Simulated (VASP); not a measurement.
# SiC (R3m) in VASP: further runs

SiC is run at these levels: PBE; tasks: single point.

Program: VASP 6.6.1. These are calculated values, not measurements. Logs are shortened: lines on timing, memory, paths and dates and some standing lists are left out, and cuts for length are marked.

## Step 1: The cell of the first run

It takes space group R3m (No. 160, trigonal). Conventional cell: a = 3.096 Å, b = 3.096 Å, c = 7.227 Å, α = 90.00°, β = 90.00°, γ = 120.00°. Within 2.4 Å of Si (site symmetry 3m) lie 4 C at 1.81 to 1.89 Å. Within 2.4 Å of C (site symmetry 3m) lie 4 Si at 1.81 to 1.89 Å.

## Step 2: Single point, PBE

The input, INCAR:

```
SYSTEM = SiC
ALGO = Normal
EDIFF = 1E-7
ENCUT = 520
GGA = PE
ISIF = 2
ISMEAR = 0
LASPH = .TRUE.
LCHARG = .FALSE.
LREAL = .FALSE.
LWAVE = .FALSE.
NBANDS = 11
NELM = 100
PREC = Accurate
SIGMA = 0.05
```

The input, KPOINTS:

```
k-points
0
G
  12 12 12
  0 0 0
```

The input, POSCAR:

```
SiC
1.0
    0.0000000000      2.1890663771      2.1890663771
    2.1890663771      0.0000000000      2.1890663771
    2.1204756306      2.1204756306      0.0685907465
Si C
1 1
Direct
    0.0000000000      0.0000000000      0.0000000000
    0.7500000000      0.7500000000      0.7500000000
```

Potentials or basis: VASP PAW PBE potentials, release 64 (Si, C).

Command:

```
cat potpaw_PBE.64/Si/POTCAR potpaw_PBE.64/C/POTCAR > POTCAR
mpirun -np 1 vasp_std > vasp.out
```

OUTCAR:

```text
SYSTEM = SiC
   EDIFF = 1E-7
   ENCUT = 520
   GGA = PE
   ISIF = 2
   ISMEAR = 0
   LASPH = .TRUE.
   LREAL = .FALSE.
   NELM = 100
   PREC = Accurate

 ion  position               nearest neighbor table
   1  0.000  0.000  0.000-   2 1.81   2 1.89   2 1.89   2 1.89
   2  0.750  0.750  0.750-   1 1.81   1 1.89   1 1.89   1 1.89

  LATTYP: Found a trigonal (rhomboedric) cell.
 ALAT       =     2.9995897204
 COS(alpha) =     0.4674086020

  Lattice vectors:

 A1 = (   2.1204756306,  -0.0685907465,  -2.1204756306)
 A2 = (  -0.0685907465,   2.1204756306,  -2.1204756306)
 A3 = (   2.1204756306,   2.1204756306,   0.0685907465)

Analysis of symmetry for initial positions (statically):
=====================================================================
 Subroutine PRICEL returns:
 Original cell was already a primitive cell.

 Routine SETGRP: Setting up the symmetry group for a
 trigonal (rhombohedral) supercell.

 Subroutine GETGRP returns: Found  6 space group operations
 (whereof  6 operations were pure point group operations)
 out of a pool of 12 trial point group operations.

The static configuration has the point symmetry C_3v.

Analysis of symmetry for dynamics (positions and initial velocities):
=====================================================================
 Subroutine PRICEL returns:
 Original cell was already a primitive cell.

 Routine SETGRP: Setting up the symmetry group for a
 trigonal (rhombohedral) supercell.

 Subroutine GETGRP returns: Found  6 space group operations
 (whereof  6 operations were pure point group operations)
 out of a pool of 12 trial point group operations.

The dynamic configuration has the point symmetry C_3v.

 Subroutine INISYM returns: Found  6 space group operations
 (whereof  6 operations are pure point group operations),
 and found     1 'primitive' translations

----------------------------------------------------------------------------------------

                                     Primitive cell

  volume of cell :      19.9940

  direct lattice vectors                    reciprocal lattice vectors
     0.000000000  2.189066377  2.189066377    -0.232162744  0.224653006  0.232162744
     2.189066377  0.000000000  2.189066377     0.224653006 -0.232162744  0.232162744
     2.120475631  2.120475631  0.068590746     0.239672482  0.239672482 -0.239672482

  length of vectors
     3.095807359  3.095807359  2.999589720     0.397829175  0.397829175  0.415124916

  position of ions in fractional coordinates (direct lattice)
     0.000000000  0.000000000  0.000000000
     0.750000000  0.750000000  0.750000000

[... 81 lines left out ...]
   NFREE  =      0    steps in history (QN), initial steepest desc. (CG)
   ISIF   =      2    stress and relaxation
   ISYM   =      2    0-nonsym 1-usesym 2-fastsym
   POTIM  = 0.5000    time-step for ionic-motion
   TEBEG  =    0.0;   TEEND  =   0.0 temperature during run
   PSTRESS=    0.0 pullay stress
   NELECT =       8.0000    total number of electrons
   NUPDOWN=      -1.0000    fix difference up-down
   EMIN   =  10.00;   EMAX   =-10.00  energy-range for DOS
   EFERMI =   0.00;   METHOD = LEGACY
   ISMEAR =     0;   SIGMA  =   0.05  broadening in eV -4-tet -1-fermi 0-gaus
   EFERMI_NEDOS =   21; number of points for ismear=-14 and -15
   IALGO  =     38    algorithm
   IMIX   =      4    mixing-type and parameters
     AMIX     =   0.40;   BMIX     =  1.00
     AMIX_MAG =   1.60;   BMIX_MAG =  1.00
  volume/ion in A,a.u.               =      10.00        67.46
  Fermi-wavevector in a.u.,A,eV,Ry     =   1.206345  2.279662 19.800133  1.455269
  Thomas-Fermi vector in A             =   2.342015
   LORBIT       =      0    0 simple, 1 ext, 2 COOP (PROOUT), +10 PAW based schemes
   GGA     = PE    functional components
   LHFCALC =     F    Hartree Fock is set to
   AEXX    =    0.0000 exact exchange contribution
   IVDW    =     0    specifies the selected vdW correction
   LEPSILON=     F    determine dielectric tensor
   LRPA    =     F    only Hartree local field effects (RPA)
 non-spin polarized calculation
 Gauss-broadening in eV      SIGMA  =   0.05
  energy-cutoff  :      520.00
  volume of cell :       19.99
 maximum number of plane-waves:       553
   NGX = 11   NGY = 11   NGZ = 11

 number of electron       8.0000000 magnetization

 Free energy of the ion-electron system (eV)
  ---------------------------------------------------
  ext. energy  EPLUGINS =         0.00000000
  ---------------------------------------------------
  free energy    TOTEN  =       -14.96669396 eV

  energy without entropy =      -14.96669396  energy(sigma->0) =      -14.96669396

 E-fermi :   8.8676     XC(G=0): -11.5059

 val. band max:        8.6654797418   @ k =   0.0000   0.0000   0.0000
 cond. band min:       9.7800421364   @ k =   0.5000   0.5000  -0.0000
 fundamental gap:      1.1145623946
 Fermi energy:         8.8675841724

 k-point     1 :       0.0000    0.0000    0.0000
  band No.  band energies     occupation
      1      -7.1849      2.00000
      2       8.4042      2.00000
      3       8.4042      2.00000
      4       8.6655      2.00000
      5      14.7395      0.00000
      6      15.6762      0.00000
      7      15.6762      0.00000
      8      17.2491      0.00000
      9      23.2317      0.00000
     10      23.2317      0.00000
     11      25.4998      0.00000
[... 309 lines left out ...]
 k-point    24 :      -0.4167    0.1667    0.0000
  band No.  band energies     occupation
      1      -3.2976      2.00000
      2       0.3024      2.00000
      3       5.4023      2.00000
      4       7.1230      2.00000
      5      13.9734      0.00000
      6      16.5280      0.00000
      7      17.6086      0.00000
      8      19.8233      0.00000
      9      23.1284      0.00000
     10      24.5885      0.00000
     11      27.0320      0.00000

 [... further k-points ...]
[... 5 lines left out ...]
  --------------------------------------------------------------------------------------
  -------------------------------------------------------------------------------------
  Total        1.5273727      1.5273727      1.5273727      1.2518087     -1.2518087     -1.2518087
  in kB      122.3928097    122.3928097    122.3928097    100.3110677   -100.3110677   -100.3110677
  external PRESSURE =     122.3928097 kB  Pullay stress =       0.0000000 kB

 VOLUME and BASIS-vectors are now :
 -----------------------------------------------------------------------------
  energy-cutoff  :      520.00
  volume of cell :       19.99
      direct lattice vectors                 reciprocal lattice vectors
     0.000000000  2.189066377  2.189066377    -0.232162744  0.224653006  0.232162744
     2.189066377  0.000000000  2.189066377     0.224653006 -0.232162744  0.232162744
     2.120475631  2.120475631  0.068590746     0.239672482  0.239672482 -0.239672482

 POSITION                                       TOTAL-FORCE (eV/Angst)
 -----------------------------------------------------------------------------------
      0.00000      0.00000      0.00000        -0.404871     -0.404871      0.404871
      3.23216      3.23216      3.33504         0.404871      0.404871     -0.404871
 -----------------------------------------------------------------------------------
    total drift:                                0.000025      0.000025     -0.000026

  FREE ENERGIE OF THE ION-ELECTRON SYSTEM (eV)
  ---------------------------------------------------
  free  energy   TOTEN  =       -14.9666939551 eV

  energy  without entropy=      -14.9666939551  energy(sigma->0) =      -14.96669396
```

OSZICAR:

```text
N       E                     dE             d eps       ncg     rms          rms(c)
DAV:   1     0.322532237537E+01    0.32253E+01   -0.40263E+03  4366   0.619E+02
DAV:   2    -0.163743495365E+02   -0.19600E+02   -0.18543E+02  5275   0.109E+02
DAV:   3    -0.169395688915E+02   -0.56522E+00   -0.56416E+00  5089   0.155E+01
DAV:   4    -0.169415970692E+02   -0.20282E-02   -0.20281E-02  4773   0.119E+00
DAV:   5    -0.169416056476E+02   -0.85784E-05   -0.85783E-05  5079   0.712E-02    0.922E+00
DAV:   6    -0.150375121499E+02    0.19041E+01   -0.66106E+00  4650   0.117E+01    0.411E+00
DAV:   7    -0.149747109595E+02    0.62801E-01   -0.43417E-01  5047   0.375E+00    0.186E+00
DAV:   8    -0.149664769907E+02    0.82340E-02   -0.22011E-02  4707   0.988E-01    0.175E-01
DAV:   9    -0.149665918342E+02   -0.11484E-03   -0.16847E-03  5151   0.245E-01    0.114E-01
DAV:  10    -0.149666875865E+02   -0.95752E-04   -0.22323E-04  4602   0.943E-02    0.309E-02
DAV:  11    -0.149666937380E+02   -0.61515E-05   -0.31662E-05  4980   0.325E-02    0.954E-03
DAV:  12    -0.149666938724E+02   -0.13440E-06   -0.18051E-06  4848   0.866E-03    0.148E-03
DAV:  13    -0.149666939551E+02   -0.82714E-07   -0.21070E-07  4803   0.300E-03
   1 F= -.14966694E+02 E0= -.14966694E+02  d E =-.130960E-11
```

Wall time 50 s (1 thread of AMD EPYC 7R43 (Zen 3), shared host); peak memory 0.13 GiB.

Results:

```
Free energy            : -14.9667 eV
Pressure               : 12.2 GPa
Largest force          : 0.701 eV/Å
Band gap on the k mesh : 1.11 eV, indirect (least direct gap 4.25 eV)
```

Forces in eV/Å, atoms in the order of the input:
```
Si  -0.405 -0.405  0.405
C    0.405  0.405 -0.405
```

Levels at points of the mesh, in eV from the valence-band top:
| k point | band 1 | band 2 | band 3 | band 4 | band 5 | band 6 | band 7 | band 8 | band 9 |
| --- | --- | --- | --- | --- | --- | --- | --- | --- | --- |
| (0.00, 0.00, 0.00) | -15.85 | -0.26 | -0.26 | 0.00 | 6.07 | 7.01 | 7.01 | 8.58 | 14.57 |
| (0.50, 0.00, 0.00) | -12.28 | -8.93 | -1.15 | -1.10 | 5.76 | 6.99 | 7.74 | 10.18 | 16.26 |
| (0.50, 0.50, 0.00) | -10.67 | -8.07 | -3.68 | -3.14 | 1.11 | 4.34 | 13.97 | 14.26 | 15.30 |
| (0.00, 0.00, 0.50) | -11.77 | -8.79 | -1.51 | -1.51 | 4.88 | 6.78 | 6.78 | 9.81 | 16.56 |

A k mesh can miss the band edges. A hybrid or GW would open this gap; PBE tends to underestimate it.

(Continued in part 2 of 3.)
